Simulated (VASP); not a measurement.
Input of a VASP 6.6.1 run:

The input INCAR:

```
SYSTEM = C
PREC = Accurate
ENCUT = 600
EDIFF = 1E-6
ISMEAR = -1
SIGMA = 0.05
LREAL = .False.
LASPH = .True.
NELM = 120
ALGO = Normal
ISIF = 2
LWAVE = .False.
LCHARG = .False.
GGA = PE
NBANDS = 11
GGA_COMPAT = .False.
```

File KPOINTS:

```
regular mesh
0
Gamma
  13 13 7
  0 0 0
```

Contents of POSCAR:

```
C
1.0
    1.9818029671      0.0000000000      0.0000000000
   -0.9909014835      1.7162917148      0.0000000000
    0.0000000000      0.0000000000      3.1697271338
C
2
Direct
    0.3333333333      0.6666666667      0.2500000000
    0.6666666667      0.3333333333      0.7500000000
```

Potentials or basis: VASP PAW PBE potentials, release 64 (C).

Launch:

```console
$ cat potpaw_PBE.64/C/POTCAR > POTCAR
$ mpirun -np 1 vasp_std > vasp.out
```

(1) Estimate the band gap on the k mesh.

(2) Estimate the pressure.

## Answers

(1) zero (band 4 reaches 20.25 eV, above the bottom of band 5 at 7.71 eV).

(2) 60.0 GPa.
